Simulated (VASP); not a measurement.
Wanted: the native input for a VASP 6.6.1 run.

```yaml
Task: single point
Functional: r2SCAN
Potentials_or_basis: VASP PAW PBE potentials, release 64 (K_sv, Br)
Cutoff: 520 eV
k_mesh: 6 × 6 × 6
Occupations: gaussian, width 0.02 eV
Spin: no spin polarisation
Dipole_correction: no
Further_INCAR_settings: ALGO = Normal; EDIFF = 1e-06; NBANDS = 15
```

KBr:

```
K Br
1.0
     2.62679    1.51658    4.30856
    -2.62679    1.51658    4.30856
     0.00000   -3.03315    4.30856
K Br
1 1
Direct
  0.24902 0.24902 0.24902
  0.99974 0.99974 0.99974
```

The input as run:

POSCAR

```
KBr
1.0
    2.6267850596      1.5165750612      4.3085620995
   -2.6267850596      1.5165750612      4.3085620995
    0.0000000000     -3.0331501225      4.3085620995
K Br
1 1
Direct
    0.2490185519      0.2490185519      0.2490185519
   -0.0002619319     -0.0002619319     -0.0002619319
```

INCAR.step1

```
SYSTEM = KBr
ALGO     = Normal         ! electronic algorithm
EDIFF    = 1E-4           ! SCF threshold, eV
ENCUT    = 520            ! plane-wave cutoff, eV
GGA      = PE             ! functional
ISMEAR   = 0              ! smearing method
LASPH    = .True.         ! aspherical terms in the spheres
LCHARG   = .False.        ! write CHGCAR
LREAL    = .False.        ! projectors in reciprocal space
LWAVE    = .True.         ! write WAVECAR
NBANDS   = 15             ! bands
NELM     = 100            ! most SCF steps
PREC     = Accurate       ! precision mode
SIGMA    = 0.02           ! smearing width, eV
```

INCAR.step2

```
SYSTEM = KBr
ALGO     = Normal         ! electronic algorithm
EDIFF    = 1E-6           ! SCF threshold, eV
ENCUT    = 520            ! plane-wave cutoff, eV
ISIF     = 2              ! what is computed and relaxed
ISMEAR   = 0              ! smearing method
ISTART   = 1            
LASPH    = .True.         ! aspherical terms in the spheres
LCHARG   = .False.        ! write CHGCAR
LMIXTAU  = .True.       
LREAL    = .False.        ! projectors in reciprocal space
LWAVE    = .False.        ! write WAVECAR
METAGGA  = R2SCAN         ! meta-GGA
NBANDS   = 15             ! bands
NELM     = 100            ! most SCF steps
PREC     = Accurate       ! precision mode
SIGMA    = 0.02           ! smearing width, eV
```

KPOINTS

```
k-points
0
Gamma
  6 6 6
  0 0 0
```

Potentials or basis: VASP PAW PBE potentials, release 64 (K_sv, Br).

Launch:

```console
$ cat potpaw_PBE.64/K_sv/POTCAR potpaw_PBE.64/Br/POTCAR > POTCAR
$ cp INCAR.step1 INCAR
$ mpirun -np 1 vasp_std > vasp.out
$ cp INCAR.step2 INCAR
$ mpirun -np 1 vasp_std > vasp.out
```

It gave:

```
Pressure               : -0.2 GPa
Band gap on the k mesh : 4.80 eV (least direct gap 4.81 eV)
```

Caveat: the PAW data sets were made with another functional, which shifts forces and pressure a little.

It took 82 s on 1 thread of Intel(R) Xeon(R) 6975P-C (Granite Rapids), with other jobs on the host, peak memory 0.27 GiB.
